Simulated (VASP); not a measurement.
# CaS (Fm-3m) in VASP: further runs

Runs on CaS. Level: r2SCAN. Tasks: single point.

Program: VASP 6.6.1. These are calculated values, not measurements. Logs are shortened: lines on timing, memory, paths and dates and some standing lists are left out, and cuts for length are marked.

**1. The cell of the first run**

The structure is cubic, space group Fm-3m (No. 225). Conventional cell: a = 5.694 Å, b = 5.694 Å, c = 5.694 Å, α = 90.00°, β = 90.00°, γ = 90.00°. Within 3.8 Å of Ca (site symmetry m-3m) lie 6 S at 2.85 Å. S (site symmetry m-3m) has 6 Ca at 2.85 Å within 3.8 Å.

**2. Single point, r2SCAN**

Contents of POSCAR:

```
CaS
1.0
    0.0000000000      2.8467868168      2.8467868168
    2.8467868168      0.0000000000      2.8467868168
    2.8467868168      2.8467868168      0.0000000000
Ca S
1 1
Direct
    0.5000000000      0.5000000000      0.5000000000
    0.0000000000      0.0000000000      0.0000000000
```

Contents of INCAR.step1:

```
SYSTEM = CaS
PREC = Accurate
ENCUT = 550
ISMEAR = 0
SIGMA = 0.05
LREAL = .FALSE.
LASPH = .TRUE.
NELM = 120
NBANDS = 15
GGA = PE
ALGO = Normal
EDIFF = 1E-5
LWAVE = .TRUE.
LCHARG = .FALSE.
GGA_COMPAT = .FALSE.
```

Contents of INCAR.step2:

```
SYSTEM = CaS
PREC = Accurate
ENCUT = 550
EDIFF = 1E-6
ISMEAR = 0
SIGMA = 0.05
LREAL = .FALSE.
LASPH = .TRUE.
NELM = 120
ALGO = Normal
ISIF = 2
LWAVE = .FALSE.
LCHARG = .FALSE.
METAGGA = R2SCAN
LMIXTAU = .TRUE.
NBANDS = 15
ISTART = 1
GGA_COMPAT = .FALSE.
```

Contents of KPOINTS:

```
regular mesh
0
G
  8 8 8
  0 0 0
```

Potentials or basis: VASP PAW PBE potentials, release 64 (Ca_sv, S).

The run is started by

```bash
$ cat potpaw_PBE.64/Ca_sv/POTCAR potpaw_PBE.64/S/POTCAR > POTCAR
$ cp INCAR.step1 INCAR
$ mpirun -np 1 vasp_std > vasp.out
$ cp INCAR.step2 INCAR
$ mpirun -np 1 vasp_std > vasp.out
```

OUTCAR:

```text
SYSTEM = CaS
   PREC = Accurate
   ENCUT = 550
   EDIFF = 1E-6
   ISMEAR = 0
   LREAL = .FALSE.
   LASPH = .TRUE.
   NELM = 120
   ISIF = 2
   METAGGA = R2SCAN
   ISTART = 1

 ion  position               nearest neighbor table
   1  0.500  0.500  0.500-   2 2.85   2 2.85   2 2.85   2 2.85   2 2.85   2 2.85
   2  0.000  0.000  0.000-   1 2.85   1 2.85   1 2.85   1 2.85   1 2.85   1 2.85

  LATTYP: Found a face centered cubic cell.
 ALAT       =     5.6935736336

  Lattice vectors:

 A1 = (   0.0000000000,   2.8467868168,   2.8467868168)
 A2 = (   2.8467868168,   0.0000000000,   2.8467868168)
 A3 = (   2.8467868168,   2.8467868168,   0.0000000000)

Analysis of symmetry for initial positions (statically):
=====================================================================
 Subroutine PRICEL returns:
 Original cell was already a primitive cell.

 Routine SETGRP: Setting up the symmetry group for a
 face centered cubic supercell.

 Subroutine GETGRP returns: Found 48 space group operations
 (whereof 48 operations were pure point group operations)
 out of a pool of 48 trial point group operations.

The static configuration has the point symmetry O_h .

Analysis of symmetry for dynamics (positions and initial velocities):
=====================================================================
 Subroutine PRICEL returns:
 Original cell was already a primitive cell.

 Routine SETGRP: Setting up the symmetry group for a
 face centered cubic supercell.

 Subroutine GETGRP returns: Found 48 space group operations
 (whereof 48 operations were pure point group operations)
 out of a pool of 48 trial point group operations.

The dynamic configuration has the point symmetry O_h .

 Subroutine INISYM returns: Found 48 space group operations
 (whereof 48 operations are pure point group operations),
 and found     1 'primitive' translations

----------------------------------------------------------------------------------------

                                     Primitive cell

  volume of cell :      46.1418

  direct lattice vectors                    reciprocal lattice vectors
     0.000000000  2.846786817  2.846786817    -0.175636615  0.175636615  0.175636615
     2.846786817  0.000000000  2.846786817     0.175636615 -0.175636615  0.175636615
     2.846786817  2.846786817  0.000000000     0.175636615  0.175636615 -0.175636615

  length of vectors
     4.025964526  4.025964526  4.025964526     0.304211541  0.304211541  0.304211541

  position of ions in fractional coordinates (direct lattice)
     0.500000000  0.500000000  0.500000000
     0.000000000  0.000000000  0.000000000

  ion indices of the primitive-cell ions
   primitive index   ion index
                 1           1
                 2           2

----------------------------------------------------------------------------------------

 KPOINTS: regular mesh

Automatic generation of k-mesh.
 Grid dimensions read from file:
 generate k-points for:    8    8    8

 Generating k-lattice:

  Cartesian coordinates                     Fractional coordinates (reciprocal lattice)
    -0.021954577  0.021954577  0.021954577     0.125000000  0.000000000  0.000000000
     0.021954577 -0.021954577  0.021954577     0.000000000  0.125000000  0.000000000
     0.021954577  0.021954577 -0.021954577     0.000000000  0.000000000  0.125000000

  Length of vectors
     0.038026443  0.038026443  0.038026443

  Shift w.r.t. Gamma in fractional coordinates (k-lattice)
     0.000000000  0.000000000  0.000000000

 Subroutine IBZKPT returns following result:
 ===========================================

 Found     29 irreducible k-points:

 Following reciprocal coordinates:
            Coordinates               Weight
  0.000000  0.000000  0.000000      1.000000
  0.125000  0.000000  0.000000      8.000000
  0.250000  0.000000  0.000000      8.000000
  0.375000  0.000000  0.000000      8.000000
  0.500000  0.000000  0.000000      4.000000
  0.125000  0.125000  0.000000      6.000000
[... 16 lines left out ...]
  0.500000  0.250000  0.125000     48.000000
 -0.375000  0.250000  0.125000     24.000000
 [... further k-points ...]
   k-points           NKPTS =     29   k-points in BZ     NKDIM =     29   number of bands    NBANDS=     15
   number of dos      NEDOS =    301   number of ions     NIONS =      2
   total plane-waves  NPLWV =  32768
   dimension x,y,z NGX =    32 NGY =   32 NGZ =   32
   dimension x,y,z NGXF=    64 NGYF=   64 NGZF=   64
   ions per type =               1   1
   NGX,Y,Z   is equivalent  to a cutoff of  13.21, 13.21, 13.21 a.u.
   NGXF,Y,Z  is equivalent  to a cutoff of  26.43, 26.43, 26.43 a.u.
 SYSTEM =  CaS
   PREC   = accura    normal or accurate (medium, high low for compatibility)
   ISTART =      1    job   : 0-new  1-cont  2-samecut
   ICHARG =      0    charge: 1-file 2-atom 10-const
   ISPIN  =      1    spin polarized calculation?
   LNONCOLLINEAR =      F non collinear calculations
   LSORBIT =      F    spin-orbit coupling
   LASPH  =      T    aspherical Exc in radial PAW
   ENCUT  =  550.0 eV  40.42 Ry    6.36 a.u.   7.70  7.70  7.70*2*pi/ulx,y,z
   NELM   =    120;   NELMIN=  2; NELMDL=  0     # of ELM steps
   EDIFF  = 0.1E-05   stopping-criterion for ELM
   LREAL  =      F    real-space projection
   EDIFFG = 0.1E-04   stopping-criterion for IOM
   NSW    =      0    number of steps for IOM
   IBRION =     -1    ionic relax: 0-MD 1-quasi-New 2-CG
   NFREE  =      0    steps in history (QN), initial steepest desc. (CG)
   ISIF   =      2    stress and relaxation
   ISYM   =      2    0-nonsym 1-usesym 2-fastsym
   POTIM  = 0.5000    time-step for ionic-motion
   TEBEG  =    0.0;   TEEND  =   0.0 temperature during run
   PSTRESS=    0.0 pullay stress
   NELECT =      16.0000    total number of electrons
   NUPDOWN=      -1.0000    fix difference up-down
   EMIN   =  10.00;   EMAX   =-10.00  energy-range for DOS
   EFERMI =   0.00;   METHOD = LEGACY
   ISMEAR =     0;   SIGMA  =   0.05  broadening in eV -4-tet -1-fermi 0-gaus
   EFERMI_NEDOS =   21; number of points for ismear=-14 and -15
   IALGO  =     38    algorithm
   IMIX   =      4    mixing-type and parameters
     AMIX     =   0.40;   BMIX     =  1.00
     AMIX_MAG =   1.60;   BMIX_MAG =  1.00
  volume/ion in A,a.u.               =      23.07       155.69
  Fermi-wavevector in a.u.,A,eV,Ry     =   1.150138  2.173445 17.998018  1.322817
  Thomas-Fermi vector in A             =   2.286803
   LORBIT       =      0    0 simple, 1 ext, 2 COOP (PROOUT), +10 PAW based schemes
   METAGGA = R2SCAN    functional components
   LHFCALC =     F    Hartree Fock is set to
   AEXX    =    0.0000 exact exchange contribution
   IVDW    =     0    specifies the selected vdW correction
   LEPSILON=     F    determine dielectric tensor
   LRPA    =     F    only Hartree local field effects (RPA)
 non-spin polarized calculation
 Gauss-broadening in eV      SIGMA  =   0.05
  energy-cutoff  :      550.00
  volume of cell :       46.14
 maximum number of plane-waves:      1365
   NGX = 15   NGY = 15   NGZ = 15

 number of electron      16.0000000 magnetization

 Free energy of the ion-electron system (eV)
  ---------------------------------------------------
  ext. energy  EPLUGINS =         0.00000000
  ---------------------------------------------------
  free energy    TOTEN  =       -19.94197512 eV

  energy without entropy =      -19.94197512  energy(sigma->0) =      -19.94197512

 E-fermi :   2.7761     XC(G=0):  -9.7860

 val. band max:        2.4930696942   @ k =   0.0000   0.0000   0.0000
 cond. band min:       5.2946631123   @ k =   0.5000   0.5000   0.0000
 fundamental gap:      2.8015934181
 Fermi energy:         2.7761475170

 k-point     1 :       0.0000    0.0000    0.0000
  band No.  band energies     occupation
      1     -38.2234      2.00000
      2     -18.3236      2.00000
      3     -18.3236      2.00000
      4     -18.3236      2.00000
      5      -9.3041      2.00000
      6       2.4931      2.00000
      7       2.4931      2.00000
      8       2.4931      2.00000
      9       7.1657      0.00000
     10       7.1657      0.00000
     11       7.1657      0.00000
     12       7.4231      0.00000
     13       7.8037      0.00000
     14       7.8037      0.00000
     15      14.0892      0.00000

 k-point     2 :       0.1250    0.0000    0.0000
  band No.  band energies     occupation
      1     -38.2218      2.00000
      2     -18.3495      2.00000
      3     -18.3255      2.00000
      4     -18.3255      2.00000
      5      -9.1930      2.00000
      6       1.8544      2.00000
      7       2.2718      2.00000
      8       2.2718      2.00000
      9       7.1922      0.00000
     10       7.4041      0.00000
     11       7.4041      0.00000
     12       8.1508      0.00000
     13       8.2192      0.00000
     14       8.2192      0.00000
     15      14.1962      0.00000

 k-point     3 :       0.2500    0.0000    0.0000
  band No.  band energies     occupation
      1     -38.2178      2.00000
      2     -18.4109      2.00000
      3     -18.3298      2.00000
      4     -18.3298      2.00000
      5      -8.9115      2.00000
      6       0.6856      2.00000
      7       1.8288      2.00000
      8       1.8288      2.00000
      9       7.3273      0.00000
     10       8.0119      0.00000
     11       8.0119      0.00000
     12       9.2672      0.00000
     13       9.2672      0.00000
     14       9.4940      0.00000
     15      13.5736      0.00000

 k-point     4 :       0.3750    0.0000    0.0000
  band No.  band energies     occupation
      1     -38.2138      2.00000
      2     -18.4707      2.00000
      3     -18.3342      2.00000
      4     -18.3342      2.00000
      5      -8.6057      2.00000
      6      -0.2563      2.00000
      7       1.4670      2.00000
      8       1.4670      2.00000
      9       7.7722      0.00000
     10       8.8238      0.00000
     11       8.8238      0.00000
     12       9.7518      0.00000
     13      10.4809      0.00000
     14      10.4809      0.00000
     15      13.0401      0.00000
[... 307 lines left out ...]
 k-point    22 :       0.3750    0.2500    0.1250
  band No.  band energies     occupation
      1     -38.2148      2.00000
      2     -18.4200      2.00000
      3     -18.3568      2.00000
      4     -18.3373      2.00000
      5      -8.7772      2.00000
      6       0.3477      2.00000
      7       1.6417      2.00000
      8       1.6491      2.00000
      9       6.7866      0.00000
     10       8.4220      0.00000
     11       8.7945      0.00000
     12       8.9949      0.00000
     13       9.5358      0.00000
     14      11.2801      0.00000
     15      12.8849      0.00000

 k-point    23 :       0.5000    0.2500    0.1250
  band No.  band energies     occupation
      1     -38.2116      2.00000
      2     -18.4497      2.00000
      3     -18.3698      2.00000
      4     -18.3445      2.00000
      5      -8.5875      2.00000
      6      -0.0142      2.00000
      7       1.1812      2.00000
      8       1.4093      2.00000
      9       7.3213      0.00000
     10       8.9810      0.00000
     11       9.2584      0.00000
     12       9.3840      0.00000
     13      10.0676      0.00000
     14      11.5750      0.00000
     15      12.0811      0.00000

 k-point    24 :      -0.3750    0.2500    0.1250
  band No.  band energies     occupation
      1     -38.2103      2.00000
      2     -18.4626      2.00000
      3     -18.3727      2.00000
      4     -18.3493      2.00000
      5      -8.5064      2.00000
      6      -0.1484      2.00000
      7       0.9869      2.00000
      8       1.3179      2.00000
      9       8.0307      0.00000
     10       8.3679      0.00000
     11       9.5602      0.00000
     12       9.9073      0.00000
     13      10.1836      0.00000
     14      11.1526      0.00000
     15      12.5727      0.00000

 [... further k-points ...]

------------------------ aborting loop because EDIFF is reached ----------------------------------------

  FORCE on cell =-STRESS in cart. coord.  units (eV):
  Direction    XX          YY          ZZ          XY          YZ          ZX
  --------------------------------------------------------------------------------------
  -------------------------------------------------------------------------------------
  Total        0.1081505      0.1081505      0.1081505      0.0000000     -0.0000000      0.0000000
  in kB        3.7552981      3.7552981      3.7552981      0.0000000     -0.0000000      0.0000000
  external PRESSURE =       3.7552981 kB  Pullay stress =       0.0000000 kB

 VOLUME and BASIS-vectors are now :
 -----------------------------------------------------------------------------
  energy-cutoff  :      550.00
  volume of cell :       46.14
      direct lattice vectors                 reciprocal lattice vectors
     0.000000000  2.846786817  2.846786817    -0.175636615  0.175636615  0.175636615
     2.846786817  0.000000000  2.846786817     0.175636615 -0.175636615  0.175636615
     2.846786817  2.846786817  0.000000000     0.175636615  0.175636615 -0.175636615

 POSITION                                       TOTAL-FORCE (eV/Angst)
 -----------------------------------------------------------------------------------
      2.84679      2.84679      2.84679         0.000000      0.000000      0.000000
      0.00000      0.00000      0.00000         0.000000      0.000000      0.000000
 -----------------------------------------------------------------------------------
    total drift:                                0.000000     -0.000000      0.000000

  FREE ENERGIE OF THE ION-ELECTRON SYSTEM (eV)
  ---------------------------------------------------
  free  energy   TOTEN  =       -19.9419751215 eV

  energy  without entropy=      -19.9419751215  energy(sigma->0) =      -19.94197512
```

Wall time 42 s (1 thread of Intel Xeon 6975P-C (Granite Rapids), shared host); peak memory 0.2 GiB.

What came out:

```
Free energy            : -19.9420 eV
Pressure               : 0.4 GPa
Band gap on the k mesh : 2.80 eV, indirect (least direct gap 3.63 eV)
```

Caveat: the PAW data sets were made with another functional, which shifts forces and pressure a little. A k mesh can miss the band edges.

**3. Single point, r2SCAN (volume scaled by 1.02)**

Contents of POSCAR:

```
CaS
1.0
    0.0000000000      2.8656402591      2.8656402591
    2.8656402591      0.0000000000      2.8656402591
    2.8656402591      2.8656402591      0.0000000000
Ca S
1 1
Direct
    0.5000000000      0.5000000000      0.5000000000
    0.0000000000      0.0000000000      0.0000000000
```

Contents of INCAR.step1:

```
PREC = Accurate
ENCUT = 550
ISMEAR = 0
SIGMA = 0.05
LREAL = False
LASPH = True
NELM = 120
NBANDS = 15
GGA = PE
ALGO = Normal
EDIFF = 1E-5
LWAVE = True
LCHARG = False
GGA_COMPAT = False
```

Contents of INCAR.step2:

```
PREC = Accurate
ENCUT = 550
EDIFF = 1E-6
ISMEAR = 0
SIGMA = 0.05
LREAL = False
LASPH = True
NELM = 120
ALGO = Normal
ISIF = 2
LWAVE = False
LCHARG = False
METAGGA = R2SCAN
LMIXTAU = True
NBANDS = 15
ISTART = 1
GGA_COMPAT = False
```

Contents of KPOINTS:

```
Automatic mesh
0
Gamma
  8 8 8
```

Potentials or basis: VASP PAW PBE potentials, release 64 (Ca_sv, S).

The run is started by

```bash
$ cat potpaw_PBE.64/Ca_sv/POTCAR potpaw_PBE.64/S/POTCAR > POTCAR
$ cp INCAR.step1 INCAR
$ mpirun -np 1 vasp_std > vasp.out
$ cp INCAR.step2 INCAR
$ mpirun -np 1 vasp_std > vasp.out
```

Run time: 40 s. Hardware: 1 thread of Intel Xeon 6975P-C (Granite Rapids), shared host; peak memory 0.19 GiB.

Results (log left out):

* Free energy: -19.9409 eV
* Pressure: -0.8 GPa
* Band gap on the k mesh: 2.85 eV, indirect (least direct gap 3.66 eV)

Levels at points of the mesh, in eV from the valence-band top:
| k point | band 6 | band 7 | band 8 | band 9 | band 10 | band 11 |
| --- | --- | --- | --- | --- | --- | --- |
| (0.00, 0.00, 0.00) | 0.00 | 0.00 | 0.00 | 4.68 | 4.68 | 4.68 |
| (0.50, 0.00, 0.00) | -3.04 | -1.12 | -1.12 | 5.75 | 6.62 | 6.75 |
| (0.50, 0.50, 0.00) | -2.27 | -0.81 | -0.81 | 2.85 | 6.15 | 6.68 |

Caveat: the PAW data sets were made with another functional, which shifts forces and pressure a little. A k mesh can miss the band edges.

(Continued in part 2 of 2.)
